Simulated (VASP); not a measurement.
# TiN (Fm-3m) in VASP: further runs

TiN is run at these levels: PBE; tasks: single point.

Program: VASP 6.6.1. These are calculated values, not measurements. Logs are shortened: lines on timing, memory, paths and dates and some standing lists are left out, and cuts for length are marked.

### Step 1. The cell of the first run

It takes space group Fm-3m (No. 225, cubic). The conventional cell has a = 4.115 Å, b = 4.115 Å, c = 4.115 Å, α = 90.00°, β = 90.00°, γ = 90.00°. Ti (site symmetry m-3m) has 6 N at 2.06 Å within 2.7 Å. N (site symmetry m-3m) has 6 Ti at 2.06 Å within 2.7 Å.

### Step 2. Single point, PBE (volume scaled by 0.91)

INCAR

```
SYSTEM = TiN
  ALGO = Normal
  EDIFF = 1E-6
  ENCUT = 520
  GGA = PE
  ISIF = 2
  ISMEAR = 0
  LASPH = .TRUE.
  LCHARG = .FALSE.
  LREAL = .FALSE.
  LWAVE = .FALSE.
  NBANDS = 16
  NELM = 60
  PREC = Accurate
  SIGMA = 0.1
```

KPOINTS

```
k-points
0
G
  18 18 18
  0 0 0
```

POSCAR

```
TiN
1.0
    0.0000000000      2.0576516770      2.0576516770
    2.0576516770      0.0000000000      2.0576516770
    2.0576516770      2.0576516770      0.0000000000
Ti N
1 1
Direct
    0.0000000000      0.0000000000      0.0000000000
    0.5000000000      0.5000000000      0.5000000000
```

Potentials or basis: VASP PAW PBE potentials, release 64 (Ti_sv, N).

Launch:

```sh
$ cat potpaw_PBE.64/Ti_sv/POTCAR potpaw_PBE.64/N/POTCAR > POTCAR
$ mpirun -np 1 vasp_std > vasp.out
```

OUTCAR:

```text
SYSTEM = TiN
   EDIFF = 1E-6
   ENCUT = 520
   GGA = PE
   ISIF = 2
   ISMEAR = 0
   LASPH = .TRUE.
   LREAL = .FALSE.
   NELM = 60
   PREC = Accurate

 ion  position               nearest neighbor table
   1  0.000  0.000  0.000-   2 2.06   2 2.06   2 2.06   2 2.06   2 2.06   2 2.06
   2  0.500  0.500  0.500-   1 2.06   1 2.06   1 2.06   1 2.06   1 2.06   1 2.06

  LATTYP: Found a face centered cubic cell.
 ALAT       =     4.1153033540

  Lattice vectors:

 A1 = (   0.0000000000,   2.0576516770,   2.0576516770)
 A2 = (   2.0576516770,   0.0000000000,   2.0576516770)
 A3 = (   2.0576516770,   2.0576516770,   0.0000000000)

Analysis of symmetry for initial positions (statically):
=====================================================================
 Subroutine PRICEL returns:
 Original cell was already a primitive cell.

 Routine SETGRP: Setting up the symmetry group for a
 face centered cubic supercell.

 Subroutine GETGRP returns: Found 48 space group operations
 (whereof 48 operations were pure point group operations)
 out of a pool of 48 trial point group operations.

The static configuration has the point symmetry O_h .

Analysis of symmetry for dynamics (positions and initial velocities):
=====================================================================
 Subroutine PRICEL returns:
 Original cell was already a primitive cell.

 Routine SETGRP: Setting up the symmetry group for a
 face centered cubic supercell.

 Subroutine GETGRP returns: Found 48 space group operations
 (whereof 48 operations were pure point group operations)
 out of a pool of 48 trial point group operations.

The dynamic configuration has the point symmetry O_h .

 Subroutine INISYM returns: Found 48 space group operations
 (whereof 48 operations are pure point group operations),
 and found     1 'primitive' translations

----------------------------------------------------------------------------------------

                                     Primitive cell

  volume of cell :      17.4239

  direct lattice vectors                    reciprocal lattice vectors
     0.000000000  2.057651677  2.057651677    -0.242995452  0.242995452  0.242995452
     2.057651677  0.000000000  2.057651677     0.242995452 -0.242995452  0.242995452
     2.057651677  2.057651677  0.000000000     0.242995452  0.242995452 -0.242995452

  length of vectors
     2.909958908  2.909958908  2.909958908     0.420880469  0.420880469  0.420880469

  position of ions in fractional coordinates (direct lattice)
     0.000000000  0.000000000  0.000000000
     0.500000000  0.500000000  0.500000000

  ion indices of the primitive-cell ions
   primitive index   ion index
                 1           1
                 2           2

----------------------------------------------------------------------------------------

 KPOINTS: k-points

Automatic generation of k-mesh.
 Grid dimensions read from file:
 generate k-points for:   18   18   18

 Generating k-lattice:

  Cartesian coordinates                     Fractional coordinates (reciprocal lattice)
    -0.013499747  0.013499747  0.013499747     0.055555556  0.000000000  0.000000000
     0.013499747 -0.013499747  0.013499747     0.000000000  0.055555556  0.000000000
     0.013499747  0.013499747 -0.013499747     0.000000000  0.000000000  0.055555556

  Length of vectors
     0.023382248  0.023382248  0.023382248

  Shift w.r.t. Gamma in fractional coordinates (k-lattice)
     0.000000000  0.000000000  0.000000000

 Subroutine IBZKPT returns following result:
 ===========================================

 Found    195 irreducible k-points:

 Following reciprocal coordinates:
            Coordinates               Weight
  0.000000  0.000000  0.000000      1.000000
  0.055556  0.000000  0.000000      8.000000
  0.111111  0.000000  0.000000      8.000000
  0.166667  0.000000  0.000000      8.000000
  0.222222  0.000000  0.000000      8.000000
  0.277778  0.000000  0.000000      8.000000
[... 16 lines left out ...]
 -0.277778  0.055556  0.000000     24.000000
 -0.222222  0.055556  0.000000     24.000000
 [... further k-points ...]
   k-points           NKPTS =    195   k-points in BZ     NKDIM =    195   number of bands    NBANDS=     16
   number of dos      NEDOS =    301   number of ions     NIONS =      2
   total plane-waves  NPLWV =  13824
   dimension x,y,z NGX =    24 NGY =   24 NGZ =   24
   dimension x,y,z NGXF=    48 NGYF=   48 NGZF=   48
   ions per type =               1   1
   NGX,Y,Z   is equivalent  to a cutoff of  13.71, 13.71, 13.71 a.u.
   NGXF,Y,Z  is equivalent  to a cutoff of  27.42, 27.42, 27.42 a.u.
 SYSTEM =  TiN
   PREC   = accura    normal or accurate (medium, high low for compatibility)
   ISTART =      0    job   : 0-new  1-cont  2-samecut
   ICHARG =      2    charge: 1-file 2-atom 10-const
   ISPIN  =      1    spin polarized calculation?
   LNONCOLLINEAR =      F non collinear calculations
   LSORBIT =      F    spin-orbit coupling
   LASPH  =      T    aspherical Exc in radial PAW
   ENCUT  =  520.0 eV  38.22 Ry    6.18 a.u.   5.41  5.41  5.41*2*pi/ulx,y,z
   NELM   =     60;   NELMIN=  2; NELMDL= -5     # of ELM steps
   EDIFF  = 0.1E-05   stopping-criterion for ELM
   LREAL  =      F    real-space projection
   EDIFFG = 0.1E-04   stopping-criterion for IOM
   NSW    =      0    number of steps for IOM
   IBRION =     -1    ionic relax: 0-MD 1-quasi-New 2-CG
   NFREE  =      0    steps in history (QN), initial steepest desc. (CG)
   ISIF   =      2    stress and relaxation
   ISYM   =      2    0-nonsym 1-usesym 2-fastsym
   POTIM  = 0.5000    time-step for ionic-motion
   TEBEG  =    0.0;   TEEND  =   0.0 temperature during run
   PSTRESS=    0.0 pullay stress
   NELECT =      17.0000    total number of electrons
   NUPDOWN=      -1.0000    fix difference up-down
   EMIN   =  10.00;   EMAX   =-10.00  energy-range for DOS
   EFERMI =   0.00;   METHOD = LEGACY
   ISMEAR =     0;   SIGMA  =   0.10  broadening in eV -4-tet -1-fermi 0-gaus
   EFERMI_NEDOS =   21; number of points for ismear=-14 and -15
   IALGO  =     38    algorithm
   IMIX   =      4    mixing-type and parameters
     AMIX     =   0.40;   BMIX     =  1.00
     AMIX_MAG =   1.60;   BMIX_MAG =  1.00
  volume/ion in A,a.u.               =       8.71        58.79
[... 38 lines left out ...]
      3     -20.9231      2.00000
      4     -20.9231      2.00000
      5      -4.9415      2.00000
      6      10.5571      2.00000
[... 8 lines left out ...]
     15      26.1703      0.00000
     16      33.7556      0.00000

 k-point     2 :       0.0556    0.0000    0.0000
  band No.  band energies     occupation
      1     -45.0188      2.00000
      2     -20.9521      2.00000
      3     -20.9253      2.00000
      4     -20.9253      2.00000
      5      -4.8707      2.00000
      6      10.1594      2.00000
[... 8 lines left out ...]
     15      26.2534      0.00000
     16      33.6524      0.00000

 k-point     3 :       0.1111    0.0000    0.0000
  band No.  band energies     occupation
      1     -45.0064      2.00000
      2     -21.0346      2.00000
      3     -20.9317      2.00000
      4     -20.9317      2.00000
      5      -4.6640      2.00000
      6       9.3210      2.00000
[... 8 lines left out ...]
     15      26.4271      0.00000
     16      33.3609      0.00000

 k-point     4 :       0.1667    0.0000    0.0000
  band No.  band energies     occupation
      1     -44.9873      2.00000
      2     -21.1591      2.00000
      3     -20.9414      2.00000
      4     -20.9414      2.00000
      5      -4.3381      2.00000
      6       8.3337      2.00000
[... 8 lines left out ...]
     15      26.5168      0.00000
     16      32.7700      0.00000

 k-point     5 :       0.2222    0.0000    0.0000
  band No.  band energies     occupation
      1     -44.9638      2.00000
      2     -21.3086      2.00000
      3     -20.9534      2.00000
      4     -20.9534      2.00000
      5      -3.9193      2.00000
      6       7.3137      2.00000
[... 8 lines left out ...]
     15      26.4506      0.00000
     16      31.8914      0.00000

 k-point     6 :       0.2778    0.0000    0.0000
  band No.  band energies     occupation
      1     -44.9387      2.00000
      2     -21.4641      2.00000
      3     -20.9660      2.00000
      4     -20.9660      2.00000
      5      -3.4421      2.00000
      6       6.3322      2.00000
[... 8 lines left out ...]
     15      26.4325      0.00000
     16      30.8482      0.00000

 k-point     7 :       0.3333    0.0000    0.0000
  band No.  band energies     occupation
      1     -44.9149      2.00000
      2     -21.6069      2.00000
      3     -20.9777      2.00000
      4     -20.9777      2.00000
      5      -2.9508      2.00000
      6       5.4478      2.00000
[... 8 lines left out ...]
     15      26.6930      0.00000
     16      29.8088      0.00000

 k-point     8 :       0.3889    0.0000    0.0000
  band No.  band energies     occupation
      1     -44.8955      2.00000
      2     -21.7213      2.00000
      3     -20.9873      2.00000
      4     -20.9873      2.00000
      5      -2.5045      2.00000
      6       4.7223      2.00000
[... 8 lines left out ...]
     15      27.1591      0.00000
     16      28.9239      0.00000

 k-point     9 :       0.4444    0.0000    0.0000
  band No.  band energies     occupation
      1     -44.8827      2.00000
      2     -21.7950      2.00000
      3     -20.9936      2.00000
      4     -20.9936      2.00000
      5      -2.1798      2.00000
      6       4.2318      2.00000
[... 8 lines left out ...]
     15      27.5839      0.00000
     16      28.3234      0.00000
[... 172 lines left out ...]
 k-point    19 :       0.5000    0.0556    0.0000
  band No.  band energies     occupation
      1     -44.8769      2.00000
      2     -21.8070      2.00000
      3     -21.0117      2.00000
      4     -21.0021      2.00000
      5      -2.1093      2.00000
      6       4.1534      2.00000
[... 8 lines left out ...]
     15      27.5778      0.00000
     16      28.1598      0.00000

 k-point    20 :      -0.4444    0.0556    0.0000
  band No.  band energies     occupation
      1     -44.8784      2.00000
      2     -21.7986      2.00000
      3     -21.0165      2.00000
      4     -20.9959      2.00000
      5      -2.1461      2.00000
      6       4.2065      2.00000
[... 8 lines left out ...]
     15      27.5075      0.00000
     16      28.1802      0.00000

 k-point    21 :      -0.3889    0.0556    0.0000
  band No.  band energies     occupation
      1     -44.8884      2.00000
      2     -21.7419      2.00000
      3     -21.0162      2.00000
      4     -20.9859      2.00000
      5      -2.3961      2.00000
      6       4.5754      2.00000
[... 8 lines left out ...]
     15      27.2037      0.00000
     16      28.5226      0.00000

 k-point    22 :      -0.3333    0.0556    0.0000
  band No.  band energies     occupation
      1     -44.9056      2.00000
      2     -21.6425      2.00000
      3     -21.0109      2.00000
      4     -20.9732      2.00000
      5      -2.7925      2.00000
      6       5.1945      2.00000
[... 8 lines left out ...]
     15      26.7702      0.00000
     16      29.1702      0.00000

 k-point    23 :      -0.2778    0.0556    0.0000
  band No.  band energies     occupation
      1     -44.9279      2.00000
      2     -21.5112      2.00000
      3     -21.0011      2.00000
      4     -20.9594      2.00000
      5      -3.2582      2.00000
      6       5.9870      2.00000
[... 8 lines left out ...]
     15      26.4590      0.00000
     16      30.0039      0.00000

 k-point    24 :      -0.2222    0.0556    0.0000
  band No.  band energies     occupation
      1     -44.9526      2.00000
      2     -21.3624      2.00000
      3     -20.9879      2.00000
      4     -20.9460      2.00000
      5      -3.7305      2.00000
      6       6.8859      2.00000
[... 8 lines left out ...]
     15      26.4299      0.00000
     16      30.8989      0.00000

 [... further k-points ...]

------------------------ aborting loop because EDIFF is reached ----------------------------------------

  FORCE on cell =-STRESS in cart. coord.  units (eV):
  Direction    XX          YY          ZZ          XY          YZ          ZX
  --------------------------------------------------------------------------------------
  -------------------------------------------------------------------------------------
  Total        3.5278451      3.5278451      3.5278451     -0.0000000     -0.0000000      0.0000000
  in kB      324.3952757    324.3952757    324.3952757     -0.0000000     -0.0000000      0.0000000
  external PRESSURE =     324.3952757 kB  Pullay stress =       0.0000000 kB

 VOLUME and BASIS-vectors are now :
 -----------------------------------------------------------------------------
  energy-cutoff  :      520.00
  volume of cell :       17.42
      direct lattice vectors                 reciprocal lattice vectors
     0.000000000  2.057651677  2.057651677    -0.242995452  0.242995452  0.242995452
     2.057651677  0.000000000  2.057651677     0.242995452 -0.242995452  0.242995452
     2.057651677  2.057651677  0.000000000     0.242995452  0.242995452 -0.242995452

 POSITION                                       TOTAL-FORCE (eV/Angst)
 -----------------------------------------------------------------------------------
      0.00000      0.00000      0.00000         0.000000     -0.000000      0.000000
      2.05765      2.05765      2.05765        -0.000000      0.000000     -0.000000
 -----------------------------------------------------------------------------------
    total drift:                                0.000000     -0.000000     -0.000000

  FREE ENERGIE OF THE ION-ELECTRON SYSTEM (eV)
  ---------------------------------------------------
  free  energy   TOTEN  =       -19.4730798848 eV

  energy  without entropy=      -19.4693901659  energy(sigma->0) =      -19.47123503
```

Run time: 48 s. Hardware: 1 thread of Intel Xeon 6975P-C (Granite Rapids), shared host; peak memory 0.18 GiB.

What came out:

- Free energy: -19.4731 eV
- Pressure: 32.4 GPa

Levels at points of the mesh, in eV from the Fermi level:
```tsv
k point	band 7	band 8	band 9	band 10	band 11	band 12
(0.00, 0.00, 0.00)	-2.17	-2.17	-0.71	-0.71	-0.71	0.66
(0.50, 0.00, 0.00)	-5.98	-5.98	1.94	1.94	2.72	6.48
(0.50, 0.50, 0.00)	-3.48	-3.36	-3.36	1.88	2.75	2.75
```

### Step 3. Single point, PBE (volume scaled by 0.94)

INCAR

```
ALGO = Normal
EDIFF = 1E-7
ENCUT = 520
GGA = PE
ISIF = 2
ISMEAR = 0
LASPH = T
LCHARG = F
LREAL = F
LWAVE = F
NBANDS = 16
NELM = 60
PREC = Accurate
SIGMA = 0.1
```

KPOINTS

```
k-points
0
Gamma
  18 18 18
```

POSCAR

```
TiN
1.0
    0.0000000000      2.0800192085      2.0800192085
    2.0800192085      0.0000000000      2.0800192085
    2.0800192085      2.0800192085      0.0000000000
Ti N
1 1
Direct
    0.0000000000      0.0000000000      0.0000000000
    0.5000000000      0.5000000000      0.5000000000
```

Potentials or basis: VASP PAW PBE potentials, release 64 (Ti_sv, N).

Launch:

```sh
$ cat potpaw_PBE.64/Ti_sv/POTCAR potpaw_PBE.64/N/POTCAR > POTCAR
$ mpirun -np 1 vasp_std > vasp.out
```

Run time: 43 s. Hardware: 1 thread of Intel Xeon 6975P-C (Granite Rapids), shared host; peak memory 0.18 GiB.

The run converged. Its results:

- Free energy: -19.5673 eV
- Pressure: 20.1 GPa

Levels at points of the mesh, in eV from the Fermi level:
| k point | band 6 | band 7 | band 8 | band 9 | band 10 | band 11 | band 12 | band 13 |
| --- | --- | --- | --- | --- | --- | --- | --- | --- |
| (0.00, 0.00, 0.00) | -2.13 | -2.13 | -2.13 | -0.67 | -0.67 | -0.67 | 0.63 | 0.63 |
| (0.50, 0.00, 0.00) | -8.46 | -5.80 | -5.80 | 1.85 | 1.85 | 2.58 | 6.20 | 6.20 |
| (0.50, 0.50, 0.00) | -5.97 | -3.33 | -3.32 | -3.32 | 1.79 | 2.61 | 2.61 | 4.05 |

### Step 4. Single point, PBE (volume scaled by 0.97)

INCAR

```
ALGO = Normal ; EDIFF = 1E-7
ENCUT = 520 ; GGA = PE
ISIF = 2 ; ISMEAR = 0
LASPH = T ; LCHARG = T
LELF = T ; LREAL = F
LVHAR = T ; LWAVE = F
NBANDS = 16 ; NELM = 60
PREC = Accurate ; SIGMA = 0.1
```

KPOINTS is that of step 3.

POSCAR

```
TiN
1.0
    0.0000000000      2.1019157566      2.1019157566
    2.1019157566      0.0000000000      2.1019157566
    2.1019157566      2.1019157566      0.0000000000
Ti N
1 1
Direct
    0.0000000000      0.0000000000      0.0000000000
    0.5000000000      0.5000000000      0.5000000000
```

Launch:

```sh
$ cat potpaw_PBE.64/Ti_sv/POTCAR potpaw_PBE.64/N/POTCAR > POTCAR
$ mpirun -np 1 vasp_std > vasp.out
```

It took 44 s on 1 thread of Intel Xeon 6975P-C (Granite Rapids), shared host; peak memory 0.18 GiB.

Results (log left out):

| Quantity | Value |
| --- | --- |
| Free energy | -19.6204 eV |
| Pressure | 9.5 GPa |

Levels at points of the mesh, in eV from the Fermi level:
```csv
k point,band 5,band 6,band 7,band 8,band 9,band 10,band 11,band 12,band 13,band 14
"(0.00, 0.00, 0.00)",-17.27,-2.08,-2.08,-2.08,-0.64,-0.64,-0.64,0.60,0.60,5.71
"(0.50, 0.00, 0.00)",-14.70,-8.25,-5.63,-5.63,1.75,1.75,2.45,5.94,5.94,6.20
"(0.50, 0.50, 0.00)",-15.85,-5.90,-3.28,-3.28,-3.18,1.71,2.48,2.48,3.80,10.98
```

### Step 5. Single point, PBE (volume scaled by 1.03)

INCAR

```
SYSTEM = TiN
PREC = Accurate ; ENCUT = 520
EDIFF = 1E-6 ; ISMEAR = 0
SIGMA = 0.1 ; LREAL = .False.
LASPH = .True. ; NELM = 100
ALGO = Normal ; ISIF = 2
LWAVE = .False. ; LCHARG = .False.
GGA = PE ; NBANDS = 16
```

KPOINTS

```
Automatic mesh
0
Gamma
  18 18 18
  0 0 0
```

POSCAR

```
TiN
1.0
    0.0000000000      2.1443901448      2.1443901448
    2.1443901448      0.0000000000      2.1443901448
    2.1443901448      2.1443901448      0.0000000000
Ti N
1 1
Direct
    0.0000000000      0.0000000000      0.0000000000
    0.5000000000      0.5000000000      0.5000000000
```

Launch:

```sh
$ cat potpaw_PBE.64/Ti_sv/POTCAR potpaw_PBE.64/N/POTCAR > POTCAR
$ mpirun -np 1 vasp_std > vasp.out
```

Run time: 44 s. Hardware: 1 thread of Intel Xeon 6975P-C (Granite Rapids), shared host; peak memory 0.18 GiB.

Results (log left out):

```yaml
Free_energy: -19.6266 eV
Pressure: -7.3 GPa
```

Levels at points of the mesh, in eV from the Fermi level:
```csv
k point,band 6,band 7,band 8,band 9,band 10,band 11,band 12,band 13
"(0.00, 0.00, 0.00)",-2.00,-2.00,-2.00,-0.59,-0.59,-0.59,0.55,0.55
"(0.50, 0.00, 0.00)",-7.87,-5.30,-5.30,1.59,1.59,2.23,5.47,5.47
"(0.50, 0.50, 0.00)",-5.75,-3.18,-3.18,-2.92,1.55,2.25,2.25,3.36
```

### Step 6. The runs side by side

```tsv
cell	gap on the mesh (eV)	pressure (GPa)
a = 2.910 Å, angles 60.0°, 2 atoms	none	32.4
a = 2.942 Å, angles 60.0°, 2 atoms	none	20.1
a = 2.973 Å, angles 60.0°, 2 atoms	none	9.5
a = 3.033 Å, angles 60.0°, 2 atoms	none	-7.3
```

Alike in all rows: task single point; level PBE; potentials or basis VASP PAW PBE potentials, release 64 (Ti_sv, N); no spin polarisation; k mesh 18 × 18 × 18; cutoff (eV) 520; smearing gaussian 0.1 eV.

Absolute energies hang on the potentials; compare differences alone.
